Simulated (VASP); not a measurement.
A run of VASP 6.6.1:

Contents of POSCAR:

```
Si2Mo
1.0
   -1.4840997855      1.4840997855      3.6987192604
    1.4840997855     -1.4840997855      3.6987192604
    1.4840997855      1.4840997855     -3.6987192604
Mo Si
1 2
Direct
    0.0000000000      0.0000000000      0.0000000000
    0.3323007741      0.3323007741      0.0000000000
   -0.3323007741     -0.3323007741      0.0000000000
```

Contents of INCAR.step1:

```
ALGO     = Normal         # electronic algorithm
EDIFF    = 1E-6           # SCF threshold, eV
ENCUT    = 520            # plane-wave cutoff, eV
GGA      = PE             # functional
ISIF     = 2              # what is computed and relaxed
ISMEAR   = -1             # smearing method
LASPH    = T              # aspherical terms in the spheres
LCHARG   = T              # write CHGCAR
LMAXMIX  = 4              # l up to which the mixer works
LREAL    = F              # projectors in reciprocal space
LWAVE    = F              # write WAVECAR
NBANDS   = 18             # bands
NELM     = 80             # most SCF steps
PREC     = Accurate       # precision mode
SIGMA    = 0.1            # smearing width, eV
```

Contents of KPOINTS.step1:

```
k-points
0
Gamma
  14 14 14
```

INCAR.step2

```
ALGO     = Normal         # electronic algorithm
EDIFF    = 1E-6           # SCF threshold, eV
ENCUT    = 520            # plane-wave cutoff, eV
GGA      = PE             # functional
ICHARG   = 11             # starting density
ISIF     = 2              # what is computed and relaxed
ISMEAR   = -5             # smearing method
LASPH    = T              # aspherical terms in the spheres
LCHARG   = F              # write CHGCAR
LMAXMIX  = 4              # l up to which the mixer works
LORBIT   = 11             # projections on sites
LREAL    = F              # projectors in reciprocal space
LWAVE    = F              # write WAVECAR
NEDOS    = 1001           # points of the DOS
NELM     = 80             # most SCF steps
PREC     = Accurate       # precision mode
SIGMA    = 0.1            # smearing width, eV
```

Contents of KPOINTS.step2:

```
k-points
0
Gamma
  21 21 21
```

Potentials or basis: VASP PAW PBE potentials, release 64 (Mo_sv, Si).

Run with:

```sh
$ cat potpaw_PBE.64/Mo_sv/POTCAR potpaw_PBE.64/Si/POTCAR > POTCAR
$ cp INCAR.step1 INCAR
$ cp KPOINTS.step1 KPOINTS
$ mpirun -np 1 vasp_std > vasp.out
$ cp INCAR.step2 INCAR
$ cp KPOINTS.step2 KPOINTS
$ mpirun -np 1 vasp_std > vasp.out
```

Hardware: 1 thread of Intel Xeon 8259CL (shared host).

**Question.** Estimate the wall time of this run.

**Answer.** Run time: 8.1 min on 1 thread of Intel Xeon 8259CL, on a shared host, peak memory 0.47 GiB. Counts: k points 726.
